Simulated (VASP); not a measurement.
A run of VASP 6.6.1:

Contents of INCAR:

```
SYSTEM = Eu
ALGO = Normal ; EDIFF = 1E-7
EDIFFG = -0.005 ; ENCUT = 600
GGA = PE ; IBRION = 2
ISIF = 3 ; ISMEAR = -1
ISPIN = 2 ; LASPH = .TRUE.
LCHARG = .FALSE. ; LMAXMIX = 6
LORBIT = 11 ; LREAL = .FALSE.
LWAVE = .FALSE. ; MAGMOM = 7
NELM = 150 ; NSW = 60
PREC = Accurate ; SIGMA = 0.1
```

KPOINTS

```
k-points
0
G
  11 11 11
  0 0 0
```

File POSCAR:

```
Eu
1.0
    3.5731897204      0.0000000000      0.0000000000
    0.0000000000      3.5731897204      0.0000000000
    0.0000000000      0.0000000000      3.5731897204
Eu
1
Direct
    0.0000000000      0.0000000000      0.0000000000
```

Potentials or basis: VASP PAW PBE potentials, release 64 (Eu).

Run with:

```console
$ cat potpaw_PBE.64/Eu/POTCAR > POTCAR
$ mpirun -np 1 vasp_std > vasp.out
```

Hardware: 1 thread of Intel(R) Xeon(R) Platinum 8488C (Sapphire Rapids), with other jobs on the host.

Estimate the wall time of this run.

It took 13 min on 1 thread of Intel(R) Xeon(R) Platinum 8488C (Sapphire Rapids), on a shared host, peak memory 0.28 GiB. Counts: scf iterations 121, k points 56, ion steps 6.
